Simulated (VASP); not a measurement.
Here is a VASP 6.6.1 calculation.

Contents of INCAR:

```
SYSTEM = BN
ALGO = Normal
EDIFF = 1E-6
ENCUT = 600
GGA = CA
GGA_COMPAT = .FALSE.
ISIF = 2
ISMEAR = 0
LASPH = .TRUE.
LCHARG = .FALSE.
LREAL = .FALSE.
LWAVE = .FALSE.
NBANDS = 11
NELM = 120
PREC = Accurate
SIGMA = 0.02
```

The input KPOINTS:

```
k-points
0
G
  12 12 12
  0 0 0
```

Contents of POSCAR:

```
BN
1.0
    0.0000000000      1.7899143218      1.7899143218
    1.7899143218      0.0000000000      1.7899143218
    1.7899143218      1.7899143218      0.0000000000
B N
1 1
Direct
    0.0000000000      0.0000000000      0.0000000000
    0.2500000000      0.2500000000      0.2500000000
```

Potentials or basis: VASP PAW LDA potentials, release 64 (B, N).

Command:

```console
$ cat potpaw_LDA.64/B/POTCAR potpaw_LDA.64/N/POTCAR > POTCAR
$ mpirun -np 1 vasp_std > vasp.out
```

**Question.** Estimate the pressure.

**Answer.** 1.0 GPa.

**Question.** Predict the band gap on the k mesh.

**Answer.** 4.38 eV (least direct gap 8.82 eV).

A k mesh can miss the band edges.
